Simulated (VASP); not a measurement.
## ScB2P3: single point with PBE

The system is ScB2P3.

```xyz
6
Lattice="2.6014 1.5019 4.2139 -2.6014 1.5019 4.2139 0.0000 -3.0038 4.2139" Properties=species:S:1:pos:R:3 pbc="T T T"
Sc    0.0000    0.0000    6.3208
B     0.0000    0.0000    1.5729
B     0.0000    0.0000   11.0686
P     1.3007   -0.7510    4.2139
P    -1.3007   -0.7510    4.2139
P     0.0000    1.5019    4.2139
```

The cell was generated, and may not be a known phase.

- Program: VASP 6.6.1
- Task: single point
- Functional: PBE
- Potentials or basis: VASP PAW PBE potentials, release 64 (Sc_sv, B, P)
- Cutoff: 520 eV
- k mesh: 6 × 6 × 6
- Occupations: gaussian, width 0.1 eV
- Spin: no spin polarisation

```yaml
Pressure: -5.7 GPa
Largest_force: 0.214 eV/Å
Band_gap_on_the_k_mesh: zero (bands 16 and 17 overlap by 1.55 eV)
```

Forces on the atoms (eV/Å):
```
Sc   0.000  0.000  0.000
B    0.000  0.000  0.214
B    0.000  0.000 -0.214
P    0.000  0.000  0.000
P    0.000  0.000  0.000
P    0.000  0.000  0.000
```

Stress tensor (GPa, compression positive):
```
-7.12  0.00  0.00
 0.00 -7.12  0.00
 0.00  0.00 -2.73
```

Levels at points of the mesh, in eV from the Fermi level:
```csv
k point,band 14,band 15,band 16,band 17,band 18,band 19
"(0.00, 0.00, 0.00)",-1.51,-1.51,-1.00,-0.88,-0.88,2.17
"(0.50, 0.00, 0.00)",-2.09,-1.68,-0.84,0.20,0.57,2.29
"(0.50, 0.50, 0.00)",-0.93,-0.86,-0.23,-0.08,0.77,1.18
"(0.50, 0.50, 0.50)",-2.25,-0.79,0.45,1.25,1.25,1.81
```

Wall time 4 min on 1 thread of Oxide Virtual Turin-like Processor (shared host), peak memory 0.25 GiB.

Caveat: the cell stands under tension.
